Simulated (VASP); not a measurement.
Wanted: the native input for a VASP 6.6.1 run.

- Task: single point
- Functional: PBE
- Potentials or basis: VASP PAW PBE potentials, release 64 (Bi_d)
- Cutoff: 520 eV
- k mesh: 10 × 10 × 10
- Occupations: fermi-dirac, width 0.08 eV
- Spin: no spin polarisation
- Dipole correction: no
- Further INCAR settings: ALGO = Normal; EDIFF = 1e-07; NBANDS = 22

The structure of Bi lies in POSCAR:

```
Bi
1.0
    0.0000000000      3.4599528934      3.4599528934
    3.4599528934      0.0000000000      3.4599528934
    3.4599528934      3.4599528934      0.0000000000
Bi
2
Direct
   -0.1250000000     -0.1250000000     -0.1250000000
    0.1250000000      0.1250000000      0.1250000000
```

One way to write it, as run:

INCAR

```
SYSTEM = Bi
PREC = Accurate
ENCUT = 520
EDIFF = 1E-7
ISMEAR = -1
SIGMA = 0.08
LREAL = .FALSE.
LASPH = .TRUE.
NELM = 100
ALGO = Normal
ISIF = 2
LWAVE = .FALSE.
LCHARG = .TRUE.
GGA = PE
LELF = .TRUE.
LVHAR = .TRUE.
NBANDS = 22
```

KPOINTS

```
regular mesh
0
G
  10 10 10
  0 0 0
```

Potentials or basis: VASP PAW PBE potentials, release 64 (Bi_d).

Command:

```sh
$ cat potpaw_PBE.64/Bi_d/POTCAR > POTCAR
$ mpirun -np 1 vasp_std > vasp.out
```

It gave:

The pressure is 6.2 GPa and the band gap on the k mesh is zero (band 15 reaches 5.59 eV, above the bottom of band 16 at 4.42 eV).

Caveat: spin-orbit coupling is left out, which moves the levels of the heavy elements.

Run time: 77 s on 1 thread of AMD EPYC 9R14 (Zen 4), with other jobs on the host, peak memory 0.2 GiB.
